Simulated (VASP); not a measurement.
# TiNi (Pm-3m) in VASP: notebook, part 2 of 2

VASP 6.6.1. The steps go on from the part before.

### 4 Single point, PBEsol, collinear spin, ferromagnetic start

This run uses another cell than the first one, of 13.15 Å³/atom.

INCAR

```
SYSTEM = TiNi
PREC = Accurate ; ENCUT = 520
EDIFF = 1E-6 ; ISMEAR = -1
SIGMA = 0.15 ; LREAL = .FALSE.
LASPH = .TRUE. ; NELM = 150
ALGO = Normal ; ISIF = 2
LWAVE = .FALSE. ; LCHARG = .FALSE.
ISPIN = 2 ; MAGMOM = 0 1
LORBIT = 11 ; LMAXMIX = 4
GGA = PS ; NBANDS = 22
```

KPOINTS

```
regular mesh
0
G
  8 8 8
  0 0 0
```

POSCAR

```
TiNi
1.0
    2.9737669783      0.0000000000      0.0000000000
    0.0000000000      2.9737669783      0.0000000000
    0.0000000000      0.0000000000      2.9737669783
Ti Ni
1 1
Direct
    0.5000000000      0.5000000000      0.5000000000
    0.0000000000      0.0000000000      0.0000000000
```

Run with:

```bash
> cat potpaw_PBE.64/Ti_sv/POTCAR potpaw_PBE.64/Ni/POTCAR > POTCAR
> mpirun -np 1 vasp_std > vasp.out
```

Wall time 22 s (1 thread of Intel Xeon Platinum 8488C (Sapphire Rapids), shared host); peak memory 0.16 GiB.

The run converged. Its results:

- Free energy: -15.3023 eV
- Pressure: -0.4 GPa
- Band gap on the k mesh: zero (filled and empty bands overlap)
- Net moment: 0.00 μB per cell
- Valence electrons inside the program's atomic spheres: Ti 10.29; Ni 9.41

Levels at points of the mesh, in eV from the Fermi level:
Spin up:
```csv
k point,band 7,band 8,band 9,band 10,band 11,band 12,band 13,band 14,band 15,band 16
"(0.00, 0.00, 0.00)",-3.95,-2.01,-2.01,-2.01,0.49,0.49,2.71,2.71,2.71,8.80
"(0.50, 0.00, 0.00)",-2.80,-2.12,-2.12,-1.71,-0.72,-0.59,0.70,0.70,2.34,3.95
"(0.50, 0.50, 0.00)",-2.79,-2.79,-1.30,-0.73,0.53,0.53,0.97,2.40,2.40,3.19
"(0.50, 0.50, 0.50)",-2.85,-2.16,-2.16,-2.16,-1.27,-1.27,3.26,3.26,6.32,8.14
```
Spin down:
```
           k point  band 9  band 10  band 11  band 12  band 13  band 14
(0.00, 0.00, 0.00)   -2.01    -2.01     0.49     0.49     2.71     2.71
(0.50, 0.00, 0.00)   -2.12    -1.70    -0.72    -0.59     0.70     0.70
(0.50, 0.50, 0.00)   -1.30    -0.73     0.53     0.53     0.97     2.40
(0.50, 0.50, 0.50)   -2.16    -2.16    -1.27    -1.27     3.26     3.26
```

Caveat: the PAW data sets were made with another functional, which shifts forces and pressure a little.

### 5 Relaxation of cell and atoms, LDA, collinear spin, ferromagnetic start

This run uses another cell than the first one, of 13.34 Å³/atom.

INCAR

```
SYSTEM = TiNi
PREC     = Accurate       ! precision mode
ENCUT    = 600            ! plane-wave cutoff, eV
EDIFF    = 1E-6           ! SCF threshold, eV
ISMEAR   = -1             ! smearing method
SIGMA    = 0.15           ! smearing width, eV
LREAL    = .False.        ! projectors in reciprocal space
LASPH    = .True.         ! aspherical terms in the spheres
NELM     = 150            ! most SCF steps
ALGO     = Normal         ! electronic algorithm
ISIF     = 3              ! what is computed and relaxed
LWAVE    = .False.        ! write WAVECAR
LCHARG   = .False.        ! write CHGCAR
ISPIN    = 2              ! spin polarisation
MAGMOM   = 0 1            ! initial moments
LORBIT   = 11             ! projections on sites
LMAXMIX  = 4              ! l up to which the mixer works
IBRION   = 2              ! ionic algorithm
NSW      = 80             ! ionic steps
EDIFFG   = -0.01          ! ionic threshold
```

KPOINTS

```
regular mesh
0
Gamma
  8 8 8
  0 0 0
```

POSCAR

```
TiNi
1.0
    2.9880660000      0.0000000000      0.0000000000
    0.0000000000      2.9880660000      0.0000000000
    0.0000000000      0.0000000000      2.9880660000
Ti Ni
1 1
Direct
    0.5000000000      0.5000000000      0.5000000000
    0.0000000000      0.0000000000      0.0000000000
```

Potentials or basis: VASP PAW LDA potentials, release 64 (Ti_sv, Ni).

Run with:

```bash
> cat potpaw_LDA.64/Ti_sv/POTCAR potpaw_LDA.64/Ni/POTCAR > POTCAR
> mpirun -np 1 vasp_std > vasp.out
```

Run time: 43 s. Hardware: 1 thread of Intel Xeon Platinum 8488C (Sapphire Rapids), shared host; peak memory 0.15 GiB.

It converged, with:

| Property | Result |
| --- | --- |
| Free energy | -15.9810 eV |
| Relaxed volume | 12.72 Å³/atom |
| Relaxed cell | a = 2.941 Å, b = 2.941 Å, c = 2.941 Å, α = 90.00°, β = 90.00°, γ = 90.00° |
| Space group after relaxing (to 0.1 Å) | Pm-3m (No. 221) |
| Energy gained by relaxing | 16.3 meV/atom |
| Ionic steps | 3 |
| Pressure after relaxing | -0.1 GPa |
| Band gap on the k mesh | zero (filled and empty bands overlap) |
| Net moment | 0.00 μB per cell |
| Valence electrons inside the program's atomic spheres | Ti 10.35; Ni 9.47 |

The path:
```
step  energy change (eV)  largest force (eV/Å)  pressure (GPa)  volume (Å³)
   1              0.0000                0.0000           -8.05        26.68
   2              0.0070                0.0000           10.59        24.17
   3             -0.0325                0.0000           -0.10        25.44
```

Final structure:
```
Ti Ni
1.0
     2.94121    0.00000    0.00000
     0.00000    2.94121    0.00000
     0.00000    0.00000    2.94121
Ti Ni
1 1
Cartesian
  1.4706 1.4706 1.4706
  0.0000 0.0000 0.0000
```

Levels at points of the mesh, in eV from the Fermi level:
Spin up:
```
           k point  band 7  band 8  band 9  band 10  band 11  band 12  band 13  band 14  band 15  band 16
(0.00, 0.00, 0.00)   -4.14   -2.12   -2.12    -2.12     0.49     0.49     2.81     2.81     2.81     9.05
(0.50, 0.00, 0.00)   -2.94   -2.22   -2.22    -1.79    -0.79    -0.58     0.69     0.69     2.41     4.11
(0.50, 0.50, 0.00)   -2.93   -2.93   -1.36    -0.76     0.66     0.66     1.00     2.49     2.49     3.29
(0.50, 0.50, 0.50)   -2.96   -2.25   -2.25    -2.25    -1.34    -1.34     3.37     3.37     6.51     8.49
```
Spin down:
```tsv
k point	band 8	band 9	band 10	band 11	band 12	band 13	band 14	band 15
(0.00, 0.00, 0.00)	-2.12	-2.12	-2.12	0.49	0.49	2.81	2.81	2.81
(0.50, 0.00, 0.00)	-2.22	-2.22	-1.79	-0.79	-0.58	0.69	0.69	2.41
(0.50, 0.50, 0.00)	-2.93	-1.36	-0.76	0.66	0.66	1.00	2.49	2.49
(0.50, 0.50, 0.50)	-2.25	-2.25	-2.25	-1.34	-1.34	3.37	3.37	6.51
```

### 6 Overview

| task | level | potentials or basis | cell | cutoff (eV) | gap on the mesh (eV) | pressure (GPa) | moment (μB) |
| --- | --- | --- | --- | --- | --- | --- | --- |
| single point | LDA | VASP PAW LDA potentials, release 64 (Ti_sv, Ni) | a = 2.941 Å, 2 atoms | 520 | none | 0.0 | 0.00 |
| single point | PBEsol+D3(BJ) | VASP PAW PBE potentials, release 64 (Ti_sv, Ni) | a = 2.936 Å, 2 atoms | 520 | none | -0.5 | 0.00 |
| single point | PBEsol | VASP PAW PBE potentials, release 64 (Ti_sv, Ni) | a = 2.974 Å, 2 atoms | 520 | none | -0.4 | 0.00 |
| relaxation of cell and atoms | LDA | VASP PAW LDA potentials, release 64 (Ti_sv, Ni) | relaxed from a = 2.988 Å, 2 atoms | 600 | none | -0.1 | 0.00 |

Alike in all rows: spin collinear, ferromagnetic start; k mesh 8 × 8 × 8; smearing fermi-dirac 0.15 eV.

Caveats: the PAW data sets were made with another functional, which shifts forces and pressure a little (at least some runs).

Absolute energies hang on the potentials; compare differences alone.
